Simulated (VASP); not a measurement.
Wanted: the native input for a VASP 6.6.1 run.

```yaml
Task: relaxation of cell and atoms
Functional: PBE
Potentials_or_basis: VASP PAW PBE potentials, release 64 (Si, C)
Cutoff: 600 eV
k_mesh: 4 × 4 × 4
Occupations: gaussian, width 0.1 eV
Spin: no spin polarisation
Dipole_correction: no
Further_INCAR_settings: LREAL = Auto; ALGO = Normal; EDIFF = 1e-06; IBRION = 2; EDIFFG = -0.04; NSW = 90; ISIF = 3
```

The structure of SiC lies in POSCAR:

```
SiC
1.0
    5.8962237600      0.0000000000      0.0000000000
    0.0000000000      5.8962237600      0.0000000000
    0.0000000000      0.0000000000      5.1494758800
Si C
8 8
Direct
    0.6409692500      0.8590307500      0.9309069100
    0.6409692500      0.1409692500      0.4309069100
    0.3590307500      0.8590307500      0.4309069100
    0.3590307500      0.1409692500      0.9309069100
    0.1409692500      0.3590307500      0.5690930900
    0.8590307500      0.6409692500      0.5690930900
    0.1409692500      0.6409692500      0.0690930900
    0.8590307500      0.3590307500      0.0690930900
    0.6409692500      0.8590307500      0.5690930900
    0.3590307500      0.1409692500      0.5690930900
    0.6409692500      0.1409692500      0.0690930900
    0.3590307500      0.8590307500      0.0690930900
    0.1409692500      0.3590307500      0.9309069100
    0.1409692500      0.6409692500      0.4309069100
    0.8590307500      0.3590307500      0.4309069100
    0.8590307500      0.6409692500      0.9309069100
```

The cell was built from a structure type or drawn by symmetry, and may not be a known phase.

The input as run:

INCAR

```
PREC = Accurate ; ENCUT = 600
EDIFF = 1E-6 ; ISMEAR = 0
SIGMA = 0.1 ; LREAL = Auto
LASPH = T ; NELM = 80
ALGO = Normal ; ISIF = 3
LWAVE = F ; LCHARG = F
GGA = PE ; IBRION = 2
NSW = 90 ; EDIFFG = -0.04
```

KPOINTS

```
regular mesh
0
Gamma
  4 4 4
```

Potentials or basis: VASP PAW PBE potentials, release 64 (Si, C).

Command:

```sh
$ cat potpaw_PBE.64/Si/POTCAR potpaw_PBE.64/C/POTCAR > POTCAR
$ mpirun -np 1 vasp_std > vasp.out
```

It gave:

The relaxed volume is 12.41 Å³/atom. The relaxed cell is a = 6.195 Å, b = 6.195 Å, c = 5.174 Å, α = 90.00°, β = 90.00°, γ = 90.00° and the space group after relaxing (to 0.1 Å) is P4_2/ncm (No. 138). The energy gained by relaxing is 176.1 meV/atom and the ionic steps are 15. The pressure after relaxing is 0.1 GPa, the largest force after relaxing is 0.015 eV/Å and the band gap on the k mesh is 2.81 eV (least direct gap 3.00 eV).

It took 13 min on 1 thread of Intel(R) Xeon(R) 6975P-C (Granite Rapids), on a shared host, peak memory 0.36 GiB.
